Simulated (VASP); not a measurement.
# CdSe (I-4m2) in VASP: further runs

CdSe is run at these levels: r2SCAN, PBE, HSE06; tasks: single point.

All numbers are computed with VASP 6.6.1; they aren't measurements. Logs are shortened: lines on timing, memory, paths and dates and some standing lists are left out, and cuts for length are marked.

## 1. The cell of the first run

The structure is tetragonal, space group I-4m2 (No. 119). Conventional cell: a = 4.338 Å, b = 4.338 Å, c = 6.277 Å, α = 90.00°, β = 90.00°, γ = 90.00°. Within 3.5 Å of Cd (site symmetry -4m2) lie 4 Se at 2.68 Å. Se (site symmetry -4m2) has 4 Cd at 2.68 Å within 3.5 Å.

## 2. Single point, r2SCAN (uniaxial z strain +2.3%)

File POSCAR:

```
CdSe
1.0
    0.0000000000      3.0677809647      3.1383399269
    3.0677809647      0.0000000000      3.1383399269
    3.0677809647      3.0677809647      0.0000000000
Cd Se
1 1
Direct
    0.0000000000      0.0000000000      0.0000000000
    0.2500000000      0.2500000000      0.2500000000
```

File INCAR.step1:

```
ALGO = Normal
EDIFF = 1E-4
ENCUT = 520
GGA = PE
ISMEAR = 0
LASPH = T
LCHARG = F
LREAL = F
LWAVE = T
NBANDS = 16
NELM = 100
PREC = Accurate
SIGMA = 0.01
```

File INCAR.step2:

```
ALGO = Normal
EDIFF = 1E-7
ENCUT = 520
ISIF = 2
ISMEAR = 0
ISTART = 1
LASPH = T
LCHARG = F
LMIXTAU = T
LREAL = F
LWAVE = F
METAGGA = R2SCAN
NBANDS = 16
NELM = 100
PREC = Accurate
SIGMA = 0.01
```

File KPOINTS:

```
k-points
0
Gamma
  8 8 8
```

Potentials or basis: VASP PAW PBE potentials, release 64 (Cd, Se).

On the command line:

```console
> cat potpaw_PBE.64/Cd/POTCAR potpaw_PBE.64/Se/POTCAR > POTCAR
> cp INCAR.step1 INCAR
> mpirun -np 1 vasp_std > vasp.out
> cp INCAR.step2 INCAR
> mpirun -np 1 vasp_std > vasp.out
```

OUTCAR:

```text
EDIFF = 1E-7
   ENCUT = 520
   ISIF = 2
   ISMEAR = 0
   ISTART = 1
   LASPH = T
   LREAL = F
   METAGGA = R2SCAN
   NELM = 100
   PREC = Accurate

 ion  position               nearest neighbor table
   1  0.000  0.000  0.000-   2 2.68   2 2.68   2 2.68   2 2.68
   2  0.250  0.250  0.250-   1 2.68   1 2.68   1 2.68   1 2.68

  LATTYP: Found a body centered tetragonal cell.
 ALAT       =     4.3384974467
 C/A-ratio  =     1.4467404743

  Lattice vectors:

 A1 = (  -3.0677809647,   0.0000000000,   3.1383399269)
 A2 = (   3.0677809647,   0.0000000000,   3.1383399269)
 A3 = (   0.0000000000,   3.0677809647,  -3.1383399269)

Analysis of symmetry for initial positions (statically):
=====================================================================
 Subroutine PRICEL returns:
 Original cell was already a primitive cell.

 Routine SETGRP: Setting up the symmetry group for a
 body centered tetragonal supercell.

 Subroutine GETGRP returns: Found  8 space group operations
 (whereof  8 operations were pure point group operations)
 out of a pool of 16 trial point group operations.

The static configuration has the point symmetry D_2d.

Analysis of symmetry for dynamics (positions and initial velocities):
=====================================================================
 Subroutine PRICEL returns:
 Original cell was already a primitive cell.

 Routine SETGRP: Setting up the symmetry group for a
 body centered tetragonal supercell.

 Subroutine GETGRP returns: Found  8 space group operations
 (whereof  8 operations were pure point group operations)
 out of a pool of 16 trial point group operations.

The dynamic configuration has the point symmetry D_2d.

 Subroutine INISYM returns: Found  8 space group operations
 (whereof  8 operations are pure point group operations),
 and found     1 'primitive' translations

----------------------------------------------------------------------------------------

                                     Primitive cell

  volume of cell :      59.0716

  direct lattice vectors                    reciprocal lattice vectors
     0.000000000  3.067780965  3.138339927    -0.162984257  0.162984257  0.159319899
     3.067780965  0.000000000  3.138339927     0.162984257 -0.162984257  0.159319899
     3.067780965  3.067780965  0.000000000     0.162984257  0.162984257 -0.159319899

  length of vectors
     4.388673780  4.388673780  4.338497447     0.280197370  0.280197370  0.280197370

  position of ions in fractional coordinates (direct lattice)
     0.000000000  0.000000000  0.000000000
     0.250000000  0.250000000  0.250000000

  ion indices of the primitive-cell ions
   primitive index   ion index
                 1           1
                 2           2

----------------------------------------------------------------------------------------

 KPOINTS: k-points

Automatic generation of k-mesh.
 Grid dimensions read from file:
 generate k-points for:    8    8    8

 Generating k-lattice:

  Cartesian coordinates                     Fractional coordinates (reciprocal lattice)
    -0.020373032  0.020373032  0.019914987     0.125000000  0.000000000  0.000000000
     0.020373032 -0.020373032  0.019914987     0.000000000  0.125000000  0.000000000
     0.020373032  0.020373032 -0.019914987     0.000000000  0.000000000  0.125000000

  Length of vectors
     0.035024671  0.035024671  0.035024671

  Shift w.r.t. Gamma in fractional coordinates (k-lattice)
     0.000000000  0.000000000  0.000000000

 Subroutine IBZKPT returns following result:
 ===========================================

 Found     59 irreducible k-points:

 Following reciprocal coordinates:
            Coordinates               Weight
  0.000000  0.000000  0.000000      1.000000
  0.125000 -0.000000  0.000000      8.000000
  0.250000 -0.000000  0.000000      8.000000
  0.375000 -0.000000  0.000000      8.000000
  0.500000 -0.000000  0.000000      4.000000
  0.125000  0.125000  0.000000      2.000000
[... 16 lines left out ...]
  0.250000 -0.000000  0.125000     16.000000
  0.375000  0.000000  0.125000     16.000000
 [... further k-points ...]
   k-points           NKPTS =     59   k-points in BZ     NKDIM =     59   number of bands    NBANDS=     16
   number of dos      NEDOS =    301   number of ions     NIONS =      2
   total plane-waves  NPLWV =  41472
   dimension x,y,z NGX =    36 NGY =   36 NGZ =   32
   dimension x,y,z NGXF=    72 NGYF=   72 NGZF=   64
   ions per type =               1   1
   NGX,Y,Z   is equivalent  to a cutoff of  13.64, 13.64, 12.26 a.u.
   NGXF,Y,Z  is equivalent  to a cutoff of  27.27, 27.27, 24.52 a.u.
 SYSTEM =  unknown system
   PREC   = accura    normal or accurate (medium, high low for compatibility)
   ISTART =      1    job   : 0-new  1-cont  2-samecut
   ICHARG =      0    charge: 1-file 2-atom 10-const
   ISPIN  =      1    spin polarized calculation?
   LNONCOLLINEAR =      F non collinear calculations
   LSORBIT =      F    spin-orbit coupling
   LASPH  =      T    aspherical Exc in radial PAW
   ENCUT  =  520.0 eV  38.22 Ry    6.18 a.u.   8.16  8.16  8.07*2*pi/ulx,y,z
   NELM   =    100;   NELMIN=  2; NELMDL=  0     # of ELM steps
   EDIFF  = 0.1E-06   stopping-criterion for ELM
   LREAL  =      F    real-space projection
   EDIFFG = 0.1E-05   stopping-criterion for IOM
   NSW    =      0    number of steps for IOM
   IBRION =     -1    ionic relax: 0-MD 1-quasi-New 2-CG
   NFREE  =      0    steps in history (QN), initial steepest desc. (CG)
   ISIF   =      2    stress and relaxation
   ISYM   =      2    0-nonsym 1-usesym 2-fastsym
   POTIM  = 0.5000    time-step for ionic-motion
   TEBEG  =    0.0;   TEEND  =   0.0 temperature during run
   PSTRESS=    0.0 pullay stress
   NELECT =      18.0000    total number of electrons
   NUPDOWN=      -1.0000    fix difference up-down
   EMIN   =  10.00;   EMAX   =-10.00  energy-range for DOS
   EFERMI =   0.00;   METHOD = LEGACY
   ISMEAR =     0;   SIGMA  =   0.01  broadening in eV -4-tet -1-fermi 0-gaus
   EFERMI_NEDOS =   21; number of points for ismear=-14 and -15
   IALGO  =     38    algorithm
   IMIX   =      4    mixing-type and parameters
     AMIX     =   0.40;   BMIX     =  1.00
     AMIX_MAG =   1.60;   BMIX_MAG =  1.00
  volume/ion in A,a.u.               =      29.54       199.32
  Fermi-wavevector in a.u.,A,eV,Ry     =   1.101639  2.081797 16.512156  1.213609
  Thomas-Fermi vector in A             =   2.238070
   LORBIT       =      0    0 simple, 1 ext, 2 COOP (PROOUT), +10 PAW based schemes
   METAGGA = R2SCAN    functional components
   LHFCALC =     F    Hartree Fock is set to
   AEXX    =    0.0000 exact exchange contribution
   IVDW    =     0    specifies the selected vdW correction
   LEPSILON=     F    determine dielectric tensor
   LRPA    =     F    only Hartree local field effects (RPA)
 non-spin polarized calculation
 Gauss-broadening in eV      SIGMA  =   0.01
  energy-cutoff  :      520.00
  volume of cell :       59.07
 maximum number of plane-waves:      1620
 NGX is ok and might be reduce to    36
   NGX = 17   NGY = 17   NGZ = 17

 number of electron      17.9999999 magnetization

 Free energy of the ion-electron system (eV)
  ---------------------------------------------------
  ext. energy  EPLUGINS =         0.00000000
  ---------------------------------------------------
  free energy    TOTEN  =       -35.91145220 eV

  energy without entropy =      -35.91145220  energy(sigma->0) =      -35.91145220

 E-fermi :   0.3936     XC(G=0):  -9.1958

 val. band max:        0.2893677830   @ k =   0.0000   0.0000   0.0000
 cond. band min:       1.2396016425   @ k =   0.0000   0.0000   0.0000
 fundamental gap:      0.9502338595
 Fermi energy:         0.3935534003

 k-point     1 :       0.0000    0.0000    0.0000
  band No.  band energies     occupation
      1     -12.4811      2.00000
      2      -7.7576      2.00000
      3      -7.7473      2.00000
      4      -7.7473      2.00000
      5      -7.4049      2.00000
      6      -7.4019      2.00000
[... 8 lines left out ...]
     15      11.6145      0.00000
     16      11.9759      0.00000

 k-point     2 :       0.1250   -0.0000    0.0000
  band No.  band energies     occupation
      1     -12.4322      2.00000
      2      -7.7391      2.00000
      3      -7.7315      2.00000
      4      -7.7014      2.00000
      5      -7.4049      2.00000
      6      -7.4031      2.00000
[... 8 lines left out ...]
     15      11.1509      0.00000
     16      11.1526      0.00000

 k-point     3 :       0.2500   -0.0000    0.0000
  band No.  band energies     occupation
      1     -12.3130      2.00000
      2      -7.7045      2.00000
      3      -7.6965      2.00000
      4      -7.5431      2.00000
      5      -7.4019      2.00000
      6      -7.4000      2.00000
[... 8 lines left out ...]
     15      10.8391      0.00000
     16      10.8740      0.00000

 k-point     4 :       0.3750   -0.0000    0.0000
  band No.  band energies     occupation
      1     -12.1926      2.00000
      2      -7.6770      2.00000
      3      -7.6676      2.00000
      4      -7.3931      2.00000
      5      -7.3881      2.00000
      6      -7.2893      2.00000
[... 8 lines left out ...]
     15      11.6718      0.00000
     16      11.7377      0.00000

 k-point     5 :       0.5000   -0.0000    0.0000
  band No.  band energies     occupation
      1     -12.1426      2.00000
      2      -7.6681      2.00000
      3      -7.6580      2.00000
      4      -7.3867      2.00000
      5      -7.3792      2.00000
      6      -7.1352      2.00000
[... 8 lines left out ...]
     15      12.8309      0.00000
     16      12.9640      0.00000

 k-point     6 :       0.1250    0.1250    0.0000
  band No.  band energies     occupation
      1     -12.4175      2.00000
      2      -7.7164      2.00000
      3      -7.7164      2.00000
      4      -7.7124      2.00000
      5      -7.4150      2.00000
      6      -7.3949      2.00000
[... 8 lines left out ...]
     15      11.5385      0.00000
     16      12.1100      0.00000

 k-point     7 :       0.2500    0.1250    0.0000
  band No.  band energies     occupation
      1     -12.3230      2.00000
      2      -7.6966      2.00000
      3      -7.6795      2.00000
      4      -7.5923      2.00000
      5      -7.4171      2.00000
      6      -7.3889      2.00000
[... 8 lines left out ...]
     15      11.8243      0.00000
     16      12.1432      0.00000

 k-point     8 :       0.3750    0.1250    0.0000
  band No.  band energies     occupation
      1     -12.2032      2.00000
      2      -7.6709      2.00000
      3      -7.6472      2.00000
      4      -7.4345      2.00000
      5      -7.3829      2.00000
      6      -7.3344      2.00000
[... 8 lines left out ...]
     15      11.7119      0.00000
     16      12.2881      0.00000

 k-point     9 :       0.5000    0.1250    0.0000
  band No.  band energies     occupation
      1     -12.1288      2.00000
      2      -7.6566      2.00000
      3      -7.6360      2.00000
      4      -7.4008      2.00000
      5      -7.3841      2.00000
      6      -7.1286      2.00000
[... 8 lines left out ...]
     15      12.1508      0.00000
     16      12.9077      0.00000
[... 172 lines left out ...]
 k-point    19 :       0.5000    0.3750    0.0000
  band No.  band energies     occupation
      1     -12.0590      2.00000
      2      -7.5697      2.00000
      3      -7.5321      2.00000
      4      -7.4981      2.00000
      5      -7.3624      2.00000
      6      -7.0994      2.00000
[... 8 lines left out ...]
     15      13.3763      0.00000
     16      13.9078      0.00000

 k-point    20 :      -0.3750    0.3750    0.0000
  band No.  band energies     occupation
      1     -12.0502      2.00000
      2      -7.5965      2.00000
      3      -7.5488      2.00000
      4      -7.4561      2.00000
      5      -7.3797      2.00000
      6      -7.0106      2.00000
[... 8 lines left out ...]
     15      12.3123      0.00000
     16      14.5654      0.00000

 k-point    21 :       0.5000    0.5000    0.0000
  band No.  band energies     occupation
      1     -12.0439      2.00000
      2      -7.5479      2.00000
      3      -7.5127      2.00000
      4      -7.5127      2.00000
      5      -7.3541      2.00000
      6      -7.0940      2.00000
[... 8 lines left out ...]
     15      13.2681      0.00000
     16      14.1121      0.00000

 k-point    22 :       0.1250    0.0000    0.1250
  band No.  band energies     occupation
      1     -12.4152      2.00000
      2      -7.7266      2.00000
      3      -7.7162      2.00000
      4      -7.7030      2.00000
      5      -7.4116      2.00000
      6      -7.3962      2.00000
[... 8 lines left out ...]
     15      11.6029      0.00000
     16      11.8592      0.00000

 k-point    23 :       0.2500   -0.0000    0.1250
  band No.  band energies     occupation
      1     -12.3191      2.00000
      2      -7.6970      2.00000
      3      -7.6830      2.00000
      4      -7.5914      2.00000
      5      -7.4117      2.00000
      6      -7.3880      2.00000
[... 8 lines left out ...]
     15      11.6474      0.00000
     16      12.1515      0.00000

 k-point    24 :       0.3750    0.0000    0.1250
  band No.  band energies     occupation
      1     -12.1995      2.00000
      2      -7.6683      2.00000
      3      -7.6517      2.00000
      4      -7.4459      2.00000
      5      -7.3804      2.00000
      6      -7.3188      2.00000
[... 8 lines left out ...]
     15      11.7413      0.00000
     16      12.3335      0.00000

 [... further k-points ...]
[... 5 lines left out ...]
  --------------------------------------------------------------------------------------
  -------------------------------------------------------------------------------------
  Total       -0.2990768     -0.2990768     -0.4586534      0.0000000      0.0000000      0.0000000
  in kB       -8.1117521     -8.1117521    -12.4398890      0.0000000      0.0000000      0.0000000
  external PRESSURE =      -9.5544644 kB  Pullay stress =       0.0000000 kB

 VOLUME and BASIS-vectors are now :
 -----------------------------------------------------------------------------
  energy-cutoff  :      520.00
  volume of cell :       59.07
      direct lattice vectors                 reciprocal lattice vectors
     0.000000000  3.067780965  3.138339927    -0.162984257  0.162984257  0.159319899
     3.067780965  0.000000000  3.138339927     0.162984257 -0.162984257  0.159319899
     3.067780965  3.067780965  0.000000000     0.162984257  0.162984257 -0.159319899

 POSITION                                       TOTAL-FORCE (eV/Angst)
 -----------------------------------------------------------------------------------
      0.00000      0.00000      0.00000         0.000000      0.000000     -0.000000
      1.53389      1.53389      1.56917        -0.000000     -0.000000      0.000000
 -----------------------------------------------------------------------------------
    total drift:                                0.000021      0.000021     -0.000067

  FREE ENERGIE OF THE ION-ELECTRON SYSTEM (eV)
  ---------------------------------------------------
  free  energy   TOTEN  =       -35.9114521993 eV

  energy  without entropy=      -35.9114521993  energy(sigma->0) =      -35.91145220
```

Run time: 2.9 min. Hardware: 1 thread of Intel Xeon Platinum 8375C at 2.90GHz (Ice Lake), shared host; peak memory 0.24 GiB.

What came out:

```yaml
Free_energy: -35.9115 eV
Pressure: -1.0 GPa
Band_gap_on_the_k_mesh: 0.95 eV, direct
```

Caveat: the cell differs from its parent crystal (uniaxial z strain +2.3%); the PAW data sets were made with another functional, which shifts forces and pressure a little.

## 3. Single point, PBE (biaxial xy strain -3.3%)

File INCAR:

```
SYSTEM = CdSe
PREC = Accurate
ENCUT = 520
EDIFF = 1E-6
ISMEAR = -1
SIGMA = 0.02
LREAL = .FALSE.
LASPH = .TRUE.
NELM = 100
ALGO = Normal
ISIF = 2
LWAVE = .FALSE.
LCHARG = .TRUE.
GGA = PE
LELF = .TRUE.
LVHAR = .TRUE.
NBANDS = 16
```

File KPOINTS:

```
Automatic mesh
0
G
  8 8 8
  0 0 0
```

File POSCAR:

```
CdSe
1.0
    0.0000000000      2.9653170805      3.0677809647
    2.9653170805      0.0000000000      3.0677809647
    2.9653170805      2.9653170805      0.0000000000
Cd Se
1 1
Direct
    0.0000000000      0.0000000000      0.0000000000
    0.2500000000      0.2500000000      0.2500000000
```

Potentials or basis: VASP PAW PBE potentials, release 64 (Cd, Se).

On the command line:

```console
> cat potpaw_PBE.64/Cd/POTCAR potpaw_PBE.64/Se/POTCAR > POTCAR
> mpirun -np 1 vasp_std > vasp.out
```

Run time: 21 s. Hardware: 1 thread of Intel Xeon Platinum 8488C (Sapphire Rapids), shared host; peak memory 0.2 GiB.

The run converged. Its results:

- Free energy: -5.4009 eV
- Pressure: 5.8 GPa
- Band gap on the k mesh: 0.65 eV, direct

Stress tensor (GPa, compression positive):
```
5.99 0.00 0.00
0.00 5.99 0.00
0.00 0.00 5.55
```

Levels at points of the mesh, in eV from the valence-band top:
```tsv
k point	band 5	band 6	band 7	band 8	band 9	band 10	band 11	band 12	band 13	band 14
(0.00, 0.00, 0.00)	-7.71	-7.70	-0.12	0.00	0.00	0.65	5.90	5.90	5.90	9.91
(0.50, 0.00, 0.00)	-7.67	-7.38	-4.68	-0.93	-0.77	2.40	6.30	6.54	7.50	10.13
(0.50, 0.50, 0.00)	-7.64	-7.35	-4.44	-1.94	-1.94	3.10	3.95	9.06	10.46	10.46
(0.50, 0.00, 0.50)	-7.64	-7.29	-4.24	-2.11	-2.05	2.98	3.66	9.39	10.19	10.59
```

Caveat: the cell differs from its parent crystal (biaxial xy strain -3.3%).

## 4. Single point, HSE06 (biaxial xy strain -3.3%)

POSCAR is that of step 3.

File INCAR.step1:

```
SYSTEM = CdSe
PREC = Accurate
ENCUT = 520
EDIFF = 1E-5
ISMEAR = 0
SIGMA = 0.01
LREAL = .False.
LASPH = .True.
NELM = 100
ALGO = Normal
ISIF = 2
LWAVE = .True.
LCHARG = .False.
GGA = PE
NBANDS = 16
```

File INCAR.step2:

```
SYSTEM = CdSe
PREC = Accurate
ENCUT = 520
EDIFF = 1E-6
ISMEAR = 0
SIGMA = 0.01
LREAL = .False.
LASPH = .True.
NELM = 100
ALGO = Normal
ISIF = 2
LWAVE = .False.
LCHARG = .False.
GGA = PE
LHFCALC = .True.
HFSCREEN = 0.2079
PRECFOCK = Normal
ISTART = 1
NBANDS = 16
```

File KPOINTS:

```
Automatic mesh
0
Gamma
  6 6 6
  0 0 0
```

On the command line:

```console
> cat potpaw_PBE.64/Cd/POTCAR potpaw_PBE.64/Se/POTCAR > POTCAR
> cp INCAR.step1 INCAR
> mpirun -np 1 vasp_std > vasp.out
> cp INCAR.step2 INCAR
> mpirun -np 1 vasp_std > vasp.out
```

It took 51 min on 1 thread of Intel Xeon Platinum 8488C (Sapphire Rapids), shared host; peak memory 0.33 GiB.

The run converged. Its results:

| Quantity | Value |
| --- | --- |
| Free energy | -6.7892 eV |
| Pressure | 4.5 GPa |
| Band gap on the k mesh | 1.61 eV, direct |

Stress tensor (GPa, compression positive):
```
4.66 0.00 0.00
0.00 4.66 0.00
0.00 0.00 4.11
```

Levels at points of the mesh, in eV from the valence-band top:
| k point | band 6 | band 7 | band 8 | band 9 | band 10 | band 11 | band 12 | band 13 |
| --- | --- | --- | --- | --- | --- | --- | --- | --- |
| (0.00, 0.00, 0.00) | -8.88 | -0.12 | 0.00 | 0.00 | 1.61 | 6.95 | 6.96 | 6.96 |
| (0.50, 0.00, 0.00) | -8.51 | -4.98 | -0.99 | -0.82 | 3.40 | 7.32 | 7.59 | 8.59 |
| (0.50, 0.50, 0.00) | -8.46 | -4.73 | -2.07 | -2.07 | 3.93 | 4.95 | 10.31 | 11.87 |
| (0.50, 0.00, 0.50) | -8.40 | -4.52 | -2.26 | -2.19 | 3.80 | 4.64 | 10.65 | 11.56 |

Caveat: the cell differs from its parent crystal (biaxial xy strain -3.3%); the PAW data sets were made with another functional, which shifts forces and pressure a little.

## 5. Summary

```tsv
level	cell	k mesh	smearing	grid for exact exchange (PRECFOCK)	screening parameter	gap on the mesh (eV)	pressure (GPa)
r2SCAN	a = 4.389, b = 4.389, c = 4.338 Å, angles 60.4, 60.4, 59.2°, 2 atoms	8 × 8 × 8	gaussian 0.01 eV	-	-	0.95	-1.0
PBE	a = 4.267, b = 4.267, c = 4.194 Å, angles 60.6, 60.6, 58.9°, 2 atoms	8 × 8 × 8	fermi-dirac 0.02 eV	-	-	0.65	5.8
HSE06	a = 4.267, b = 4.267, c = 4.194 Å, angles 60.6, 60.6, 58.9°, 2 atoms	6 × 6 × 6	gaussian 0.01 eV	Normal	0.2079 1/Å	1.61	4.5
```

Alike in all rows: task single point; potentials or basis VASP PAW PBE potentials, release 64 (Cd, Se); no spin polarisation; cutoff (eV) 520.

Caveats: the PAW data sets were made with another functional, which shifts forces and pressure a little (some runs).

Total energies depend on the potentials used, so only differences within one code and one set of settings carry meaning.
